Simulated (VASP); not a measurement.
Write the native input for VASP 6.6.1 that does the following.

- Task: relaxation of cell and atoms
- Functional: PBE
- Potentials or basis: VASP PAW PBE potentials, release 64 (Rb_sv, Ir)
- Cutoff: 600 eV
- k mesh: 3 × 3 × 4
- Occupations: gaussian, width 0.1 eV
- Spin: no spin polarisation
- Dipole correction: no
- Further INCAR settings: ALGO = Normal; EDIFF = 1e-06; IBRION = 2; EDIFFG = -0.04; NSW = 90; ISIF = 3

The structure of RbIr3 lies in POSCAR:

```
RbIr3
1.0
    6.1904415372      0.0000000000      0.0000000000
   -3.0952207686      5.3610796318      0.0000000000
    0.0000000000      0.0000000000      4.9687844711
Rb Ir
2 6
Direct
    0.3333333333      0.6666666667      0.2500000000
    0.6666666667      0.3333333333      0.7500000000
    0.8330000000      0.6660000000      0.2500000000
    0.1670000000      0.8330000000      0.7500000000
    0.3340000000      0.1670000000      0.2500000000
    0.1670000000      0.3340000000      0.7500000000
    0.8330000000      0.1670000000      0.2500000000
    0.6660000000      0.8330000000      0.7500000000
```

The input as run:

INCAR

```
PREC = Accurate ; ENCUT = 600
EDIFF = 1E-6 ; ISMEAR = 0
SIGMA = 0.1 ; LREAL = F
LASPH = T ; NELM = 100
ALGO = Normal ; ISIF = 3
LWAVE = F ; LCHARG = F
GGA = PE ; IBRION = 2
NSW = 90 ; EDIFFG = -0.04
```

KPOINTS

```
regular mesh
0
Gamma
  3 3 4
```

Potentials or basis: VASP PAW PBE potentials, release 64 (Rb_sv, Ir).

Launch:

```sh
$ cat potpaw_PBE.64/Rb_sv/POTCAR potpaw_PBE.64/Ir/POTCAR > POTCAR
$ mpirun -np 1 vasp_std > vasp.out
```

Results of the run:

```
Relaxed volume                        : 29.52 Å³/atom
Relaxed cell                          : a = 7.830 Å, b = 7.830 Å, c = 4.447 Å, α = 90.00°, β = 90.00°, γ = 120.00°
Space group after relaxing (to 0.1 Å) : P6_3/mmc (No. 194)
Energy gained by relaxing             : 709.4 meV/atom
Ionic steps                           : 32
Pressure after relaxing               : 0.0 GPa
Largest force after relaxing          : 0.006 eV/Å
Band gap on the k mesh                : zero (bands 36 and 37 overlap by 0.54 eV)
```

Caveat: the k points lie up to 0.35 Å⁻¹ apart in the final cell, too coarse for converged energies and pressures of a metal; the volume moved by over 15 % at a fixed basis, so the end points are rough; spin-orbit coupling is left out, which moves the levels of the heavy elements.

Run time: 19 min on 1 thread of Intel(R) Xeon(R) 6975P-C (Granite Rapids), on a shared host, peak memory 0.37 GiB.
